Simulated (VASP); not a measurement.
# CrF (P4/mmm) in VASP: relaxation of cell and atoms with PBE

Aim: the relaxation of cell and atoms of CrF with PBE.

Everything below comes from runs of VASP 6.6.1. Logs are shortened: lines on timing, memory, paths and dates and some standing lists are left out, and cuts for length are marked.

## (1) The cell of the first run

The structure is tetragonal, space group P4/mmm (No. 123). Conventional cell: a = 2.613 Å, b = 2.613 Å, c = 3.424 Å, α = 90.00°, β = 90.00°, γ = 90.00°. Cr (site symmetry 4/mmm) has 8 F at 2.52 Å and 6 Cr at 2.61 to 3.42 Å within 3.5 Å. Within 3.5 Å of F (site symmetry 4/mmm) lie 8 Cr at 2.52 Å and 6 F at 2.61 to 3.42 Å.

## (2) Relaxation of cell and atoms, PBE, collinear spin, ferromagnetic start

Contents of INCAR:

```
PREC = Accurate ; ENCUT = 600
EDIFF = 1E-6 ; ISMEAR = 0
SIGMA = 0.1 ; LREAL = False
LASPH = True ; NELM = 150
ALGO = Normal ; ISIF = 3
LWAVE = False ; LCHARG = False
ISPIN = 2 ; MAGMOM = 4.28 0.16
LORBIT = 11 ; LMAXMIX = 4
GGA = PE ; IBRION = 2
NSW = 90 ; EDIFFG = -0.04
```

Contents of KPOINTS:

```
regular mesh
0
Gamma
  6 6 6
```

Contents of POSCAR:

```
CrF
1.0
    2.6126586116      0.0000000000      0.0000000000
    0.0000000000      2.6126586116      0.0000000000
    0.0000000000      0.0000000000      3.4244489659
Cr F
1 1
Direct
    0.5000000000      0.5000000000      0.5000000000
    0.0000000000      0.0000000000      0.0000000000
```

Potentials or basis: VASP PAW PBE potentials, release 64 (Cr_pv, F).

Command:

```
> cat potpaw_PBE.64/Cr_pv/POTCAR potpaw_PBE.64/F/POTCAR > POTCAR
> mpirun -np 1 vasp_std > vasp.out
```

OUTCAR:

```text
PREC = Accurate
   ENCUT = 600
   EDIFF = 1E-6
   ISMEAR = 0
   LREAL = False
   LASPH = True
   NELM = 150
   ISIF = 3
   ISPIN = 2
   LORBIT = 11
   GGA = PE
   IBRION = 2
   NSW = 90
   EDIFFG = -0.04

 ion  position               nearest neighbor table
   1  0.500  0.500  0.500-   2 2.52   2 2.52   2 2.52   2 2.52   2 2.52   2 2.52   2 2.52   2 2.52

   2  0.000  0.000  0.000-   1 2.52   1 2.52   1 2.52   1 2.52   1 2.52   1 2.52   1 2.52   1 2.52

  LATTYP: Found a simple tetragonal cell.
 ALAT       =     2.6126586116
 C/A-ratio  =     1.3107142857

  Lattice vectors:

 A1 = (   2.6126586116,   0.0000000000,   0.0000000000)
 A2 = (   0.0000000000,   2.6126586116,   0.0000000000)
 A3 = (   0.0000000000,   0.0000000000,   3.4244489659)

Analysis of symmetry for initial positions (statically):
=====================================================================
 Subroutine PRICEL returns:
 Original cell was already a primitive cell.

 Routine SETGRP: Setting up the symmetry group for a
 simple tetragonal supercell.

 Subroutine GETGRP returns: Found 16 space group operations
 (whereof 16 operations were pure point group operations)
 out of a pool of 16 trial point group operations.

The static configuration has the point symmetry D_4h.

Analysis of symmetry for dynamics (positions and initial velocities):
=====================================================================
 Subroutine PRICEL returns:
 Original cell was already a primitive cell.

 Routine SETGRP: Setting up the symmetry group for a
 simple tetragonal supercell.

 Subroutine GETGRP returns: Found 16 space group operations
 (whereof 16 operations were pure point group operations)
 out of a pool of 16 trial point group operations.

The dynamic configuration has the point symmetry D_4h.

Analysis of structural, dynamic, and magnetic symmetry:
=====================================================================
 Subroutine PRICEL returns:
 Original cell was already a primitive cell.

 Routine SETGRP: Setting up the symmetry group for a
 simple tetragonal supercell.

 Subroutine GETGRP returns: Found 16 space group operations
 (whereof 16 operations were pure point group operations)
 out of a pool of 16 trial point group operations.

The overall configuration has the point symmetry D_4h.

 Subroutine INISYM returns: Found 16 space group operations
 (whereof 16 operations are pure point group operations),
 and found     1 'primitive' translations

----------------------------------------------------------------------------------------

                                     Primitive cell

  volume of cell :      23.3752

  direct lattice vectors                    reciprocal lattice vectors
     2.612658612  0.000000000  0.000000000     0.382751882  0.000000000  0.000000000
     0.000000000  2.612658612  0.000000000     0.000000000  0.382751882  0.000000000
     0.000000000  0.000000000  3.424448966     0.000000000  0.000000000  0.292017784

  length of vectors
     2.612658612  2.612658612  3.424448966     0.382751882  0.382751882  0.292017784

  position of ions in fractional coordinates (direct lattice)
     0.500000000  0.500000000  0.500000000
     0.000000000  0.000000000  0.000000000

  ion indices of the primitive-cell ions
   primitive index   ion index
                 1           1
                 2           2

----------------------------------------------------------------------------------------

 KPOINTS: regular mesh

Automatic generation of k-mesh.
 Grid dimensions read from file:
 generate k-points for:    6    6    6

 Generating k-lattice:

  Cartesian coordinates                     Fractional coordinates (reciprocal lattice)
     0.063791980  0.000000000  0.000000000     0.166666667  0.000000000  0.000000000
     0.000000000  0.063791980  0.000000000     0.000000000  0.166666667  0.000000000
     0.000000000  0.000000000  0.048669631     0.000000000  0.000000000  0.166666667

  Length of vectors
     0.063791980  0.063791980  0.048669631

  Shift w.r.t. Gamma in fractional coordinates (k-lattice)
     0.000000000  0.000000000  0.000000000

 Subroutine IBZKPT returns following result:
 ===========================================

 Found     40 irreducible k-points:

 Following reciprocal coordinates:
            Coordinates               Weight
  0.000000  0.000000  0.000000      1.000000
  0.166667  0.000000  0.000000      4.000000
  0.333333  0.000000  0.000000      4.000000
  0.500000  0.000000  0.000000      2.000000
  0.166667  0.166667  0.000000      4.000000
  0.333333  0.166667  0.000000      8.000000
[... 16 lines left out ...]
  0.333333  0.000000  0.333333      8.000000
  0.500000  0.000000  0.333333      4.000000
 [... further k-points ...]
   k-points           NKPTS =     40   k-points in BZ     NKDIM =     40   number of bands    NBANDS=     15
   number of dos      NEDOS =    301   number of ions     NIONS =      2
   total plane-waves  NPLWV =  16128
   dimension x,y,z NGX =    24 NGY =   24 NGZ =   28
   dimension x,y,z NGXF=    48 NGYF=   48 NGZF=   56
   ions per type =               1   1
   NGX,Y,Z   is equivalent  to a cutoff of  15.27, 15.27, 13.59 a.u.
   NGXF,Y,Z  is equivalent  to a cutoff of  30.54, 30.54, 27.19 a.u.
 SYSTEM =  unknown system
   PREC   = accura    normal or accurate (medium, high low for compatibility)
   ISTART =      0    job   : 0-new  1-cont  2-samecut
   ICHARG =      2    charge: 1-file 2-atom 10-const
   ISPIN  =      2    spin polarized calculation?
   LNONCOLLINEAR =      F non collinear calculations
   LSORBIT =      F    spin-orbit coupling
   LASPH  =      T    aspherical Exc in radial PAW
   ENCUT  =  600.0 eV  44.10 Ry    6.64 a.u.   5.22  5.22  6.84*2*pi/ulx,y,z
   NELM   =    150;   NELMIN=  2; NELMDL= -5     # of ELM steps
   EDIFF  = 0.1E-05   stopping-criterion for ELM
   LREAL  =      F    real-space projection
   EDIFFG = -.4E-01   stopping-criterion for IOM
   NSW    =     90    number of steps for IOM
   IBRION =      2    ionic relax: 0-MD 1-quasi-New 2-CG
   NFREE  =      1    steps in history (QN), initial steepest desc. (CG)
   ISIF   =      3    stress and relaxation
   ISYM   =      2    0-nonsym 1-usesym 2-fastsym
   POTIM  = 0.5000    time-step for ionic-motion
   TEBEG  =    0.0;   TEEND  =   0.0 temperature during run
   PSTRESS=    0.0 pullay stress
   NELECT =      19.0000    total number of electrons
   NUPDOWN=      -1.0000    fix difference up-down
   EMIN   =  10.00;   EMAX   =-10.00  energy-range for DOS
   EFERMI =   0.00;   METHOD = LEGACY
   ISMEAR =     0;   SIGMA  =   0.10  broadening in eV -4-tet -1-fermi 0-gaus
   EFERMI_NEDOS =   21; number of points for ismear=-14 and -15
   IALGO  =     38    algorithm
   IMIX   =      4    mixing-type and parameters
     AMIX     =   0.40;   BMIX     =  1.00
     AMIX_MAG =   1.60;   BMIX_MAG =  1.00
  volume/ion in A,a.u.               =      11.69        78.87
  Fermi-wavevector in a.u.,A,eV,Ry     =   1.527826  2.887173 31.759449  2.334254
  Thomas-Fermi vector in A             =   2.635669
   LORBIT       =     11    0 simple, 1 ext, 2 COOP (PROOUT), +10 PAW based schemes
   GGA     = PE    functional components
   LHFCALC =     F    Hartree Fock is set to
   AEXX    =    0.0000 exact exchange contribution
   IVDW    =     0    specifies the selected vdW correction
   LEPSILON=     F    determine dielectric tensor
   LRPA    =     F    only Hartree local field effects (RPA)
 conjugate gradient relaxation of ions
 spin polarized calculation
 Gauss-broadening in eV      SIGMA  =   0.10
  energy-cutoff  :      600.00
  volume of cell :       23.38
 maximum number of plane-waves:       800
 NGX is ok and might be reduce to    24
   NGX = 11   NGY = 11   NGZ = 13

--------------------------------------- Ionic step        1  -------------------------------------------

 number of electron      19.0000000 magnetization       4.2497409

 Free energy of the ion-electron system (eV)
  ---------------------------------------------------
  ext. energy  EPLUGINS =         0.00000000
  ---------------------------------------------------
  free energy    TOTEN  =       -11.96509200 eV

  energy without entropy =      -11.95537384  energy(sigma->0) =      -11.96023292

------------------------ aborting loop because EDIFF is reached ----------------------------------------

  FORCE on cell =-STRESS in cart. coord.  units (eV):
  Direction    XX          YY          ZZ          XY          YZ          ZX
  --------------------------------------------------------------------------------------
  -------------------------------------------------------------------------------------
  Total        2.4515202      2.4515202      0.2342595      0.0000000      0.0000000      0.0000000
  in kB      168.0312365    168.0312365     16.0565320      0.0000000      0.0000000      0.0000000
  external PRESSURE =     117.3730017 kB  Pullay stress =       0.0000000 kB
[... 89 lines left out ...]
  FREE ENERGIE OF THE ION-ELECTRON SYSTEM (eV)
  ---------------------------------------------------
  free  energy   TOTEN  =       -12.2964655204 eV

  energy  without entropy=      -12.2905135608  energy(sigma->0) =      -12.29348954

 E-fermi :   4.6725     XC(G=0): -10.1945

 val. band max:        4.6603996414   @ k =   0.5000   0.0000   0.3333
 cond. band min:       4.6898517613   @ k =   0.5000   0.3333   0.0000
 fundamental gap:      0.0294521199
 Fermi energy:         4.6725299275

 spin component 1

 k-point     1 :       0.0000    0.0000    0.0000
  band No.  band energies     occupation
      1     -38.9985      1.00000
      2     -38.9985      1.00000
      3     -38.9516      1.00000
      4     -19.2767      1.00000
      5      -0.8604      1.00000
      6       0.0178      1.00000
      7       0.0178      1.00000
      8       0.9812      1.00000
      9       2.2692      1.00000
     10       3.0504      1.00000
     11       4.4185      0.99984
     12       4.4185      0.99984
     13       4.6074      0.82156
     14      11.4803      0.00000
     15      14.6071      0.00000
[... 835 lines left out ...]
      1     -34.9672      1.00000
      2     -34.8184      1.00000
      3     -34.7301      1.00000
      4     -18.8551      1.00000
      5      -1.5563      1.00000
      6      -1.0184      1.00000
      7       0.3546      1.00000
      8       5.8591      0.00000
      9       6.8185      0.00000
     10       7.8624      0.00000
     11       8.2967      0.00000
     12       8.3852      0.00000
     13      10.1456      0.00000
     14      11.2138      0.00000
     15      13.6817      0.00000

 [... further k-points ...]

[... ionic steps 4 to 7 ...]

--------------------------------------- Ionic step        8  -------------------------------------------

 number of electron      19.0000010 magnetization       4.9349481

------------------------ aborting loop because EDIFF is reached ----------------------------------------

  FORCE on cell =-STRESS in cart. coord.  units (eV):
  Direction    XX          YY          ZZ          XY          YZ          ZX
  --------------------------------------------------------------------------------------
  -------------------------------------------------------------------------------------
  Total       -0.6294658     -0.6294658     -0.5431881      0.0000000     -0.0000000     -0.0000000
  in kB      -35.4172154    -35.4172154    -30.5627540      0.0000000     -0.0000000     -0.0000000
  external PRESSURE =     -33.7990616 kB  Pullay stress =       0.0000000 kB
[... 57 lines left out ...]
  energy  without entropy=      -12.4486476211  energy(sigma->0) =      -12.45170393

--------------------------------------- Ionic step       10  -------------------------------------------

 number of electron      19.0000006 magnetization       4.9349701

 Free energy of the ion-electron system (eV)
  ---------------------------------------------------
  ext. energy  EPLUGINS =         0.00000000
  ---------------------------------------------------
  free energy    TOTEN  =       -12.45687652 eV

  energy without entropy =      -12.45060343  energy(sigma->0) =      -12.45373997

 E-fermi :   5.7406     XC(G=0): -10.6091

 val. band max:        5.7005646101   @ k =   0.5000   0.1667   0.3333
 cond. band min:       5.7478056262   @ k =   0.3333   0.3333   0.5000
 fundamental gap:      0.0472410161
 Fermi energy:         5.7406085903

 spin component 1

 k-point     1 :       0.0000    0.0000    0.0000
  band No.  band energies     occupation
      1     -37.9150      1.00000
      2     -37.9150      1.00000
      3     -37.9111      1.00000
      4     -19.0618      1.00000
      5      -0.0134      1.00000
      6       0.0487      1.00000
      7       0.0487      1.00000
      8       2.3227      1.00000
      9       3.2958      1.00000
     10       3.3223      1.00000
     11       5.5316      0.99844
     12       5.5316      0.99844
     13       5.5465      0.99698
     14      12.6187      0.00000
     15      18.2550      0.00000
[... 879 lines left out ...]
  FREE ENERGIE OF THE ION-ELECTRON SYSTEM (eV)
  ---------------------------------------------------
  free  energy   TOTEN  =       -12.4568765157 eV

  energy  without entropy=      -12.4506034268  energy(sigma->0) =      -12.45373997

 reached required accuracy - stopping structural energy minimisation

 total charge

# of ion       s       p       d       tot
------------------------------------------
    1        0.158   6.064   4.264  10.487
    2        1.753   4.278   0.000   6.031
--------------------------------------------------
tot          1.912  10.343   4.264  16.518

 magnetization (x)

# of ion       s       p       d       tot
------------------------------------------
    1        0.083   0.043   4.169   4.295
    2        0.020   0.089   0.000   0.109
--------------------------------------------------
tot          0.103   0.132   4.169   4.404
```

Wall time 2.7 min (1 thread of Intel Xeon Platinum 8259CL at 2.50GHz (Skylake/Cascade Lake), shared host); peak memory 0.18 GiB.

What came out:

```yaml
Free_energy: -12.4569 eV
Relaxed_volume: 13.60 Å³/atom
Relaxed_cell: a = 2.997 Å, b = 2.997 Å, c = 3.028 Å, α = 90.00°, β = 90.00°, γ = 90.00°
Space_group_after_relaxing_to_0.1_Å: Pm-3m (No. 221)
Energy_gained_by_relaxing: 245.9 meV/atom
Ionic_steps: 10
Pressure_after_relaxing: 0.0 GPa
Net_moment: 4.93 μB per cell
Site_moments: Cr +4.29; F +0.11 μB
Valence_electrons_inside_the_program's_atomic_spheres: Cr 10.49; F 6.03
```

Step by step:
```tsv
step	energy change (eV)	largest force (eV/Å)	pressure (GPa)	volume (Å³)
1	0.0000	0.0000	11.74	23.38
2	-0.2881	0.0000	3.97	26.37
3	-0.3314	0.0000	0.73	27.41
4	-0.3500	0.0000	-4.36	29.56
5	-0.3529	0.0000	-3.28	29.02
6	-0.4374	0.0000	-3.44	28.83
7	-0.4724	0.0000	-3.47	28.61
8	-0.4778	0.0000	-3.38	28.48
9	-0.4897	0.0000	1.46	26.73
10	-0.4918	0.0000	-0.01	27.20
```

Final structure:
```cif
data_structure
_symmetry_space_group_name_H-M 'P 1'
_symmetry_Int_Tables_number 1
_cell_length_a 2.9974
_cell_length_b 2.9974
_cell_length_c 3.0275
_cell_angle_alpha 90.000
_cell_angle_beta 90.000
_cell_angle_gamma 90.000
_cell_volume 27.20
loop_
_atom_site_label
_atom_site_type_symbol
_atom_site_fract_x
_atom_site_fract_y
_atom_site_fract_z
_atom_site_occupancy
Cr1 Cr 0.50000 0.50000 0.50000 1
F1 F 0.00000 0.00000 0.00000 1
```

Levels at points of the mesh, in eV from the Fermi level:
Spin up:
```csv
k point,band 9,band 10,band 11,band 12,band 13,band 14,band 15
"(0.00, 0.00, 0.00)",-2.44,-2.42,-0.21,-0.21,-0.19,6.88,12.51
"(0.50, 0.00, 0.00)",-0.75,-0.34,-0.33,-0.13,1.69,3.32,6.88
"(0.50, 0.50, 0.00)",-1.80,-0.83,-0.83,0.41,4.58,5.49,5.49
"(0.00, 0.00, 0.50)",-0.81,-0.30,-0.30,-0.12,1.72,3.20,6.88
"(0.50, 0.00, 0.50)",-1.75,-0.81,-0.77,0.38,4.47,5.39,6.88
"(0.50, 0.50, 0.50)",-0.42,-0.42,0.42,0.44,4.73,4.73,4.79
```
Spin down:
```tsv
k point	band 5	band 6	band 7	band 8	band 9	band 10
(0.00, 0.00, 0.00)	-5.52	-5.46	-5.46	-1.30	1.12	1.13
(0.50, 0.00, 0.00)	-7.48	-5.50	-5.44	1.65	2.30	3.50
(0.50, 0.50, 0.00)	-6.73	-6.73	-5.23	1.28	1.63	3.09
(0.00, 0.00, 0.50)	-7.49	-5.45	-5.45	1.61	2.23	3.50
(0.50, 0.00, 0.50)	-6.75	-6.73	-5.19	1.21	1.69	3.12
(0.50, 0.50, 0.50)	-6.71	-6.71	-6.70	3.00	3.06	3.06
```

Caveat: the k points lie up to 0.35 Å⁻¹ apart in the final cell; the volume moved by over 15 % at a fixed basis, so the end points are rough; a cell with one magnetic atom can't hold antiferromagnetic order, which such compounds often take; semilocal functionals often make such compounds metallic where correlation or magnetic order opens a gap, which also shifts bond lengths. With open d or f shells a metallic result of PBE can be an artefact of self-interaction; +U or a hybrid may open a gap.
